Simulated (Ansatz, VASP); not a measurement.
**Two plane-wave programs on HfN**

```
Hf N
1.0
     0.00000    2.30237    2.30237
     2.30237    0.00000    2.30237
     2.30237    2.30237    0.00000
Hf N
1 1
Cartesian
  2.3024 2.3024 2.3024
  0.0000 0.0000 0.0000
```

Alike in both runs: task single point; functional RPBE; k mesh 10 × 10 × 10; occupations gaussian, width 0.05 eV; no spin polarisation.

|  | VASP | Ansatz |
| --- | --- | --- |
| version | VASP 6.6.1 | Ansatz 0.2.0 |
| potentials or method | VASP PAW PBE potentials, release 64 (Hf_pv, N), cutoff 520 eV | scalar-relativistic, plane waves, PAW |
| valence electrons in the cell | 15 | 31 |

VASP gave:

```
gap on the k mesh at the Fermi level (eV) : none
pressure (GPa)                            : -7.0
```

Question: Estimate Ansatz's values.

Answer: gap on the k mesh at the Fermi level (eV): none; pressure (GPa): -4.7.

VASP's potentials were made for PBE, not for RPBE. A gap of «none» marks a metal or a gap that the smearing closes. VASP's potentials hold 15 valence electrons a cell and Ansatz's 31, so a difference there can come from the potentials and not from the codes.

Neither program's run includes spin-orbit coupling.
